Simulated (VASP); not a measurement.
# Rb4O (Pm-3m) in VASP: further runs

The runs below take Rb4O through single point, relaxation of cell and atoms, with PBE.

All numbers are computed with VASP 6.6.1; they aren't measurements. Logs are shortened: lines on timing, memory, paths and dates and some standing lists are left out, and cuts for length are marked.

**1. The cell of the first run**

It takes space group Pm-3m (No. 221, cubic). The conventional cell has a = 6.121 Å, b = 6.121 Å, c = 6.121 Å, α = 90.00°, β = 90.00°, γ = 90.00°. Rb (site symmetry m-3m) has 12 Rb at 4.33 Å and 8 O at 5.30 Å within 5.7 Å. Rb (site symmetry 4/mmm) has 2 O at 3.06 Å within 4.0 Å. Within 4.0 Å of O (site symmetry m-3m) lie 6 Rb at 3.06 Å.

The cell was generated, and may not be a known phase.

**2. Single point, PBE**

Input file INCAR:

```
PREC = Accurate
ENCUT = 520
EDIFF = 1E-7
ISMEAR = 0
SIGMA = 0.1
LREAL = False
LASPH = True
NELM = 60
ALGO = Normal
ISIF = 2
LWAVE = False
LCHARG = False
GGA = PE
NBANDS = 29
```

Input file KPOINTS:

```
regular mesh
0
Gamma
  4 4 4
```

Input file POSCAR:

```
Rb4O
1.0
    6.1214607001      0.0000000000      0.0000000000
    0.0000000000      6.1214607001      0.0000000000
    0.0000000000      0.0000000000      6.1214607001
Rb O
4 1
Direct
    0.5000000000      0.5000000000      0.5000000000
    0.5000000000      0.0000000000      0.0000000000
    0.0000000000      0.5000000000      0.0000000000
    0.0000000000      0.0000000000      0.5000000000
    0.0000000000      0.0000000000      0.0000000000
```

Potentials or basis: VASP PAW PBE potentials, release 64 (Rb_sv, O).

On the command line:

```console
> cat potpaw_PBE.64/Rb_sv/POTCAR potpaw_PBE.64/O/POTCAR > POTCAR
> mpirun -np 1 vasp_std > vasp.out
```

OUTCAR:

```text
PREC = Accurate
   ENCUT = 520
   EDIFF = 1E-7
   ISMEAR = 0
   LREAL = False
   LASPH = True
   NELM = 60
   ISIF = 2
   GGA = PE

 ion  position               nearest neighbor table
   1  0.500  0.500  0.500-   2 4.33   3 4.33   4 4.33   2 4.33   3 4.33   2 4.33   4 4.33   2 4.33
                             3 4.33   4 4.33   3 4.33   4 4.33
   2  0.500  0.000  0.000-   5 3.06   5 3.06   4 4.33   1 4.33   1 4.33   4 4.33   1 4.33   3 4.33
                             1 4.33   3 4.33   4 4.33   3 4.33   4 4.33   3 4.33
   3  0.000  0.500  0.000-   5 3.06   5 3.06   4 4.33   1 4.33   1 4.33   4 4.33   2 4.33   4 4.33
                             2 4.33   4 4.33   1 4.33   2 4.33   1 4.33   2 4.33
   4  0.000  0.000  0.500-   5 3.06   5 3.06   3 4.33   1 4.33   2 4.33   3 4.33   2 4.33   1 4.33
                             3 4.33   3 4.33   1 4.33   2 4.33   2 4.33   1 4.33
   5  0.000  0.000  0.000-   2 3.06   3 3.06   4 3.06   4 3.06   3 3.06   2 3.06

  LATTYP: Found a simple cubic cell.
 ALAT       =     6.1214607001

  Lattice vectors:

 A1 = (   6.1214607001,   0.0000000000,   0.0000000000)
 A2 = (   0.0000000000,   6.1214607001,   0.0000000000)
 A3 = (   0.0000000000,   0.0000000000,   6.1214607001)

Analysis of symmetry for initial positions (statically):
=====================================================================
 Subroutine PRICEL returns:
 Original cell was already a primitive cell.

 Routine SETGRP: Setting up the symmetry group for a
 simple cubic supercell.

 Subroutine GETGRP returns: Found 48 space group operations
 (whereof 48 operations were pure point group operations)
 out of a pool of 48 trial point group operations.

The static configuration has the point symmetry O_h .

Analysis of symmetry for dynamics (positions and initial velocities):
=====================================================================
 Subroutine PRICEL returns:
 Original cell was already a primitive cell.

 Routine SETGRP: Setting up the symmetry group for a
 simple cubic supercell.

 Subroutine GETGRP returns: Found 48 space group operations
 (whereof 48 operations were pure point group operations)
 out of a pool of 48 trial point group operations.

The dynamic configuration has the point symmetry O_h .

 Subroutine INISYM returns: Found 48 space group operations
 (whereof 48 operations are pure point group operations),
 and found     1 'primitive' translations

----------------------------------------------------------------------------------------

                                     Primitive cell

  volume of cell :     229.3851

  direct lattice vectors                    reciprocal lattice vectors
     6.121460700  0.000000000  0.000000000     0.163359703  0.000000000  0.000000000
     0.000000000  6.121460700  0.000000000     0.000000000  0.163359703  0.000000000
     0.000000000  0.000000000  6.121460700     0.000000000  0.000000000  0.163359703

  length of vectors
     6.121460700  6.121460700  6.121460700     0.163359703  0.163359703  0.163359703

  position of ions in fractional coordinates (direct lattice)
     0.500000000  0.500000000  0.500000000
     0.500000000  0.000000000  0.000000000
     0.000000000  0.500000000  0.000000000
     0.000000000  0.000000000  0.500000000
     0.000000000  0.000000000  0.000000000

  ion indices of the primitive-cell ions
   primitive index   ion index
                 1           1
                 2           2
                 3           3
                 4           4
                 5           5

----------------------------------------------------------------------------------------

 KPOINTS: regular mesh

Automatic generation of k-mesh.
 Grid dimensions read from file:
 generate k-points for:    4    4    4

 Generating k-lattice:

  Cartesian coordinates                     Fractional coordinates (reciprocal lattice)
     0.040839926  0.000000000  0.000000000     0.250000000  0.000000000  0.000000000
     0.000000000  0.040839926  0.000000000     0.000000000  0.250000000  0.000000000
     0.000000000  0.000000000  0.040839926     0.000000000  0.000000000  0.250000000

  Length of vectors
     0.040839926  0.040839926  0.040839926

  Shift w.r.t. Gamma in fractional coordinates (k-lattice)
     0.000000000  0.000000000  0.000000000

 Subroutine IBZKPT returns following result:
 ===========================================

 Found     10 irreducible k-points:

 Following reciprocal coordinates:
            Coordinates               Weight
  0.000000  0.000000  0.000000      1.000000
  0.250000  0.000000  0.000000      6.000000
  0.500000  0.000000  0.000000      3.000000
  0.250000  0.250000  0.000000     12.000000
  0.500000  0.250000  0.000000     12.000000
  0.500000  0.500000  0.000000      3.000000
  0.250000  0.250000  0.250000      8.000000
  0.500000  0.250000  0.250000     12.000000
  0.500000  0.500000  0.250000      6.000000
  0.500000  0.500000  0.500000      1.000000
   k-points           NKPTS =     10   k-points in BZ     NKDIM =     10   number of bands    NBANDS=     29
   number of dos      NEDOS =    301   number of ions     NIONS =      5
   total plane-waves  NPLWV = 110592
   dimension x,y,z NGX =    48 NGY =   48 NGZ =   48
   dimension x,y,z NGXF=    96 NGYF=   96 NGZF=   96
   ions per type =               4   1
   NGX,Y,Z   is equivalent  to a cutoff of  13.04, 13.04, 13.04 a.u.
   NGXF,Y,Z  is equivalent  to a cutoff of  26.07, 26.07, 26.07 a.u.
 SYSTEM =  unknown system
   PREC   = accura    normal or accurate (medium, high low for compatibility)
   ISTART =      0    job   : 0-new  1-cont  2-samecut
   ICHARG =      2    charge: 1-file 2-atom 10-const
   ISPIN  =      1    spin polarized calculation?
   LNONCOLLINEAR =      F non collinear calculations
   LSORBIT =      F    spin-orbit coupling
   LASPH  =      T    aspherical Exc in radial PAW
   ENCUT  =  520.0 eV  38.22 Ry    6.18 a.u.  11.38 11.38 11.38*2*pi/ulx,y,z
   NELM   =     60;   NELMIN=  2; NELMDL= -5     # of ELM steps
   EDIFF  = 0.1E-06   stopping-criterion for ELM
   LREAL  =      F    real-space projection
   EDIFFG = 0.1E-05   stopping-criterion for IOM
   NSW    =      0    number of steps for IOM
   IBRION =     -1    ionic relax: 0-MD 1-quasi-New 2-CG
   NFREE  =      0    steps in history (QN), initial steepest desc. (CG)
   ISIF   =      2    stress and relaxation
   ISYM   =      2    0-nonsym 1-usesym 2-fastsym
   POTIM  = 0.5000    time-step for ionic-motion
   TEBEG  =    0.0;   TEEND  =   0.0 temperature during run
   PSTRESS=    0.0 pullay stress
   NELECT =      42.0000    total number of electrons
   NUPDOWN=      -1.0000    fix difference up-down
   EMIN   =  10.00;   EMAX   =-10.00  energy-range for DOS
   EFERMI =   0.00;   METHOD = LEGACY
   ISMEAR =     0;   SIGMA  =   0.10  broadening in eV -4-tet -1-fermi 0-gaus
   EFERMI_NEDOS =   21; number of points for ismear=-14 and -15
   IALGO  =     38    algorithm
   IMIX   =      4    mixing-type and parameters
     AMIX     =   0.40;   BMIX     =  1.00
     AMIX_MAG =   1.60;   BMIX_MAG =  1.00
  volume/ion in A,a.u.               =      45.88       309.59
  Fermi-wavevector in a.u.,A,eV,Ry     =   0.929614  1.756717 11.757924  0.864183
  Thomas-Fermi vector in A             =   2.055916
   LORBIT       =      0    0 simple, 1 ext, 2 COOP (PROOUT), +10 PAW based schemes
   GGA     = PE    functional components
   LHFCALC =     F    Hartree Fock is set to
   AEXX    =    0.0000 exact exchange contribution
   IVDW    =     0    specifies the selected vdW correction
   LEPSILON=     F    determine dielectric tensor
   LRPA    =     F    only Hartree local field effects (RPA)
 non-spin polarized calculation
 Gauss-broadening in eV      SIGMA  =   0.10
  energy-cutoff  :      520.00
  volume of cell :      229.39
 maximum number of plane-waves:      6216
 NGX is ok and might be reduce to    48
   NGX = 23   NGY = 23   NGZ = 23

 number of electron      42.0000006 magnetization

 Free energy of the ion-electron system (eV)
  ---------------------------------------------------
  ext. energy  EPLUGINS =         0.00000000
  ---------------------------------------------------
  free energy    TOTEN  =       -10.62472367 eV

  energy without entropy =      -10.61007841  energy(sigma->0) =      -10.61740104

 E-fermi :   1.0398     XC(G=0):  -6.8291

 val. band max:        0.9793373085   @ k =   0.5000   0.5000   0.0000
 cond. band min:       1.0770597834   @ k =   0.5000   0.5000   0.2500
 fundamental gap:      0.0977224749
 Fermi energy:         1.0398312759

 k-point     1 :       0.0000    0.0000    0.0000
  band No.  band energies     occupation
      1     -28.1319      2.00000
      2     -26.9723      2.00000
      3     -26.9407      2.00000
      4     -26.9407      2.00000
      5     -14.0204      2.00000
      6     -12.2632      2.00000
[... 21 lines left out ...]
     28       4.2352      0.00000
     29       4.2352      0.00000

 k-point     2 :       0.2500    0.0000    0.0000
  band No.  band energies     occupation
      1     -28.1318      2.00000
      2     -26.9683      2.00000
      3     -26.9446      2.00000
      4     -26.9407      2.00000
      5     -14.0431      2.00000
      6     -12.2586      2.00000
[... 21 lines left out ...]
     28       4.0547      0.00000
     29       4.0547      0.00000

 k-point     3 :       0.5000    0.0000    0.0000
  band No.  band energies     occupation
      1     -28.1317      2.00000
      2     -26.9619      2.00000
      3     -26.9510      2.00000
      4     -26.9406      2.00000
      5     -14.0654      2.00000
      6     -12.2539      2.00000
[... 190 lines left out ...]
      5     -14.1332      2.00000
      6     -12.2730      2.00000
[... 21 lines left out ...]
     28       4.2651      0.00000
     29       4.9635      0.00000

 k-point    10 :       0.5000    0.5000    0.5000
  band No.  band energies     occupation
      1     -28.1315      2.00000
      2     -26.9509      2.00000
      3     -26.9509      2.00000
      4     -26.9509      2.00000
      5     -14.1555      2.00000
      6     -12.2804      2.00000
[... 21 lines left out ...]
     28       4.6413      0.00000
     29       4.6413      0.00000

------------------------ aborting loop because EDIFF is reached ----------------------------------------

  FORCE on cell =-STRESS in cart. coord.  units (eV):
  Direction    XX          YY          ZZ          XY          YZ          ZX
  --------------------------------------------------------------------------------------
  -------------------------------------------------------------------------------------
  Total        0.3359319      0.3359319      0.3359319      0.0000000      0.0000000      0.0000000
  in kB        2.3463710      2.3463710      2.3463710      0.0000000      0.0000000      0.0000000
  external PRESSURE =       2.3463710 kB  Pullay stress =       0.0000000 kB

 VOLUME and BASIS-vectors are now :
 -----------------------------------------------------------------------------
  energy-cutoff  :      520.00
  volume of cell :      229.39
      direct lattice vectors                 reciprocal lattice vectors
     6.121460700  0.000000000  0.000000000     0.163359703  0.000000000  0.000000000
     0.000000000  6.121460700  0.000000000     0.000000000  0.163359703  0.000000000
     0.000000000  0.000000000  6.121460700     0.000000000  0.000000000  0.163359703

 POSITION                                       TOTAL-FORCE (eV/Angst)
 -----------------------------------------------------------------------------------
      3.06073      3.06073      3.06073         0.000000      0.000000      0.000000
      3.06073      0.00000      0.00000         0.000000      0.000000      0.000000
      0.00000      3.06073      0.00000         0.000000      0.000000      0.000000
      0.00000      0.00000      3.06073         0.000000      0.000000      0.000000
      0.00000      0.00000      0.00000         0.000000      0.000000      0.000000
 -----------------------------------------------------------------------------------
    total drift:                                0.000000     -0.000000      0.000000

  FREE ENERGIE OF THE ION-ELECTRON SYSTEM (eV)
  ---------------------------------------------------
  free  energy   TOTEN  =       -10.6247236666 eV

  energy  without entropy=      -10.6100784139  energy(sigma->0) =      -10.61740104
```

It took 3.3 min on 1 thread of AMD EPYC 7R13, shared host; peak memory 0.3 GiB.

Results:

```yaml
Free_energy: -10.6247 eV
Pressure: 0.2 GPa
Band_gap_on_the_k_mesh: zero (bands 21 and 22 overlap by 0.46 eV)
```

[end of part 1 of 2]

The gap in the log of VASP goes by the Fermi energy; the results here count the filled bands.